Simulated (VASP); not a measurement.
# AlN (P2_1) in VASP: notebook, part 2 of 2

VASP 6.6.1. Earlier steps stand in the parts before.

## 4. Single point, PBEsol (atoms displaced along several vibrational modes)

File INCAR:

```
ALGO     = Normal         # electronic algorithm
EDIFF    = 1E-6           # SCF threshold, eV
ENCUT    = 520            # plane-wave cutoff, eV
GGA      = PS             # functional
ISIF     = 2              # what is computed and relaxed
ISMEAR   = 0              # smearing method
LASPH    = T              # aspherical terms in the spheres
LCHARG   = F              # write CHGCAR
LREAL    = F              # projectors in reciprocal space
LWAVE    = F              # write WAVECAR
NBANDS   = 26             # bands
NELM     = 60             # most SCF steps
PREC     = Accurate       # precision mode
SIGMA    = 0.05           # smearing width, eV
```

File KPOINTS:

```
k-points
0
Gamma
  8 8 8
```

File POSCAR:

```
AlN
1.0
   -3.1135599857      0.0000000000      0.0000000000
    0.0000000000      5.3928440876      0.0000000000
    1.5567799928     -2.6964220438     -4.9833504711
Al N
4 4
Direct
    1.0105521302      0.3289687648      0.9984934868
    0.5105521302      0.8289687648      0.9984934868
    0.2379413566      0.9195247220      0.4984934868
    0.7379413566      0.4195247220      0.4984934868
    0.7981515710      0.1337968252      0.6165031751
    0.2981515710      0.6337968252      0.6165031751
    0.0683516041      0.7327063499      0.1165031751
    0.5683516041      0.2327063499      0.1165031751
```

Potentials or basis: VASP PAW PBE potentials, release 64 (Al, N).

On the command line:

```console
> cat potpaw_PBE.64/Al/POTCAR potpaw_PBE.64/N/POTCAR > POTCAR
> mpirun -np 1 vasp_std > vasp.out
```

OUTCAR:

```text
EDIFF = 1E-6
   ENCUT = 520
   GGA = PS
   ISIF = 2
   ISMEAR = 0
   LASPH = T
   LREAL = F
   NELM = 60
   PREC = Accurate

 ion  position               nearest neighbor table
   1  0.011  0.329  0.998-   8 1.86   8 1.87   5 1.90   7 1.95   3 3.03   4 3.03   3 3.10   4 3.10
                             4 3.10   3 3.10   2 3.11   2 3.11   2 3.11   2 3.11
   2  0.511  0.829  0.998-   7 1.86   7 1.87   6 1.90   8 1.95   4 3.03   3 3.03   4 3.10   3 3.10
                             3 3.10   4 3.10   1 3.11   1 3.11   1 3.11   1 3.11
   3  0.238  0.920  0.498-   5 1.86   5 1.87   7 1.90   6 1.95   1 3.03   2 3.03   1 3.10   2 3.10
                             2 3.10   1 3.10   4 3.11   4 3.11   4 3.11   4 3.11
   4  0.738  0.420  0.498-   6 1.86   6 1.87   8 1.90   5 1.95   2 3.03   1 3.03   2 3.10   1 3.10
                             1 3.10   2 3.10   3 3.11   3 3.11   3 3.11   3 3.11
   5  0.798  0.134  0.617-   3 1.86   3 1.87   1 1.90   4 1.95
   6  0.298  0.634  0.617-   4 1.86   4 1.87   2 1.90   3 1.95
   7  0.068  0.733  0.117-   2 1.86   2 1.87   3 1.90   1 1.95
   8  0.568  0.233  0.117-   1 1.86   1 1.87   4 1.90   2 1.95

  LATTYP: Found a body centered orthorhombic cell.
 ALAT       =     3.1135599857
 B/A-ratio  =     1.7320508076
 C/A-ratio  =     3.2010627667

[... 219 lines left out ...]
      3      -6.7506      2.00000
      4      -6.7506      2.00000
      5       0.0005      2.00000
      6       0.4951      2.00000
[... 685 lines left out ...]
     25      16.9286      0.00000
     26      17.2361      0.00000

 [... further k-points ...]

------------------------ aborting loop because EDIFF is reached ----------------------------------------

  FORCE on cell =-STRESS in cart. coord.  units (eV):
  Direction    XX          YY          ZZ          XY          YZ          ZX
  --------------------------------------------------------------------------------------
  -------------------------------------------------------------------------------------
  Total        2.6730191     -2.0096454      0.1190042     -0.0129903      0.0000000      0.0000000
  in kB       51.1818653    -38.4798600      2.2786423     -0.2487327      0.0000000      0.0000000
  external PRESSURE =       4.9935492 kB  Pullay stress =       0.0000000 kB

 VOLUME and BASIS-vectors are now :
 -----------------------------------------------------------------------------
  energy-cutoff  :      520.00
  volume of cell :       83.68
      direct lattice vectors                 reciprocal lattice vectors
    -3.113559986  0.000000000  0.000000000    -0.321175762  0.000000000 -0.100334103
     0.000000000  5.392844088  0.000000000     0.000000000  0.185430912 -0.100334103
     1.556779993 -2.696422044 -4.983350471     0.000000000  0.000000000 -0.200668206

 POSITION                                       TOTAL-FORCE (eV/Angst)
 -----------------------------------------------------------------------------------
      1.52158     -0.91828     -4.97584         0.208146      0.743189      0.063288
     -0.03520      1.77814     -4.97584         0.208146      0.743189      0.063288
      0.03520      3.61470     -2.48417        -0.208146     -0.743189      0.063288
     -1.52158      0.91828     -2.48417        -0.208146     -0.743189      0.063288
     -1.52533     -0.94081     -3.07225        -0.087325      0.832940     -0.063288
      0.03145      1.75561     -3.07225        -0.087325      0.832940     -0.063288
     -0.03145      3.63723     -0.58058         0.087325     -0.832940     -0.063288
     -1.58823      0.94081     -0.58058         0.087325     -0.832940     -0.063288
 -----------------------------------------------------------------------------------
    total drift:                                0.000031     -0.000032      0.000997

  FREE ENERGIE OF THE ION-ELECTRON SYSTEM (eV)
  ---------------------------------------------------
  free  energy   TOTEN  =       -62.5024216158 eV

  energy  without entropy=      -62.5024216158  energy(sigma->0) =      -62.50242162
```

stdout:

```text
POSCAR found type information on POSCAR AlN
 POSCAR found :  2 types and       8 ions
 scaLAPACK will be used
 -----------------------------------------------------------------------------
|                                                                             |
|                                                                             |
|     You enforced a specific xc type in the INCAR file but a different       |
|     I HOPE YOU KNOW WHAT YOU ARE DOING!                                     |
|                                                                             |
 -----------------------------------------------------------------------------

 LDA part: xc-table for (Slater+PW92), standard interpolation
 POSCAR, INCAR and KPOINTS ok, starting setup
 FFT: planning ... GRIDC
 FFT: planning ... GRID_SOFT
 FFT: planning ... GRID
 WAVECAR not read
 entering main loop
```

Run time: 5.9 min. Hardware: 1 thread of Intel Xeon 8259CL, shared host; peak memory 0.37 GiB.

Results:

- Free energy: -62.5024 eV
- Pressure: 0.5 GPa
- Largest force: 0.840 eV/Å
- Band gap on the k mesh: 4.09 eV

Forces in eV/Å, atoms in the order of the input:
```
Al   0.208  0.743  0.063
Al   0.208  0.743  0.063
Al  -0.208 -0.743  0.063
Al  -0.208 -0.743  0.063
N   -0.087  0.833 -0.063
N   -0.087  0.833 -0.063
N    0.087 -0.833 -0.063
N    0.087 -0.833 -0.063
```

Levels at points of the mesh, in eV from the valence-band top:
```tsv
k point	band 13	band 14	band 15	band 16	band 17	band 18	band 19	band 20
(0.00, 0.00, 0.00)	-0.73	-0.33	-0.15	0.00	4.09	5.31	5.31	6.53
(0.50, 0.00, 0.00)	-1.97	-1.97	-0.96	-0.96	6.11	6.11	7.11	7.11
(0.00, 0.50, 0.00)	-0.76	-0.76	-0.64	-0.64	5.96	5.96	7.27	7.27
(0.50, 0.50, 0.00)	-1.45	-1.30	-1.30	-0.66	5.04	5.04	5.64	5.68
(0.50, 0.50, 0.50)	-1.48	-1.35	-1.35	-0.67	5.12	5.12	5.55	6.00
(0.00, 0.00, 0.50)	-0.70	-0.70	-0.45	-0.45	5.34	5.75	6.33	6.33
```

Caveat: the cell differs from its parent crystal (atoms displaced along several vibrational modes); the stress differs along the axes, from -4 to 5 GPa; the PAW data sets were made with another functional, which shifts forces and pressure a little. A k mesh can miss the band edges.

## 5. The runs side by side

```tsv
cell	gap on the mesh (eV)	pressure (GPa)	largest force (eV/Å)
as given, atomic positions A	4.10	0.2	0.58
as given, atomic positions B	4.11	0.0	0.10
as given, atomic positions C	4.09	0.5	0.84
```

Alike in all rows: task single point; level PBEsol; potentials or basis VASP PAW PBE potentials, release 64 (Al, N); no spin polarisation; k mesh 8 × 8 × 8; cutoff (eV) 520; smearing gaussian 0.05 eV.

Caveats: the PAW data sets were made with another functional, which shifts forces and pressure a little; the stress differs along the axes, from -3 to 3 GPa (at least some runs); the stress differs along the axes, from -4 to 5 GPa (at least some runs).

Absolute energies hang on the potentials; compare differences alone.
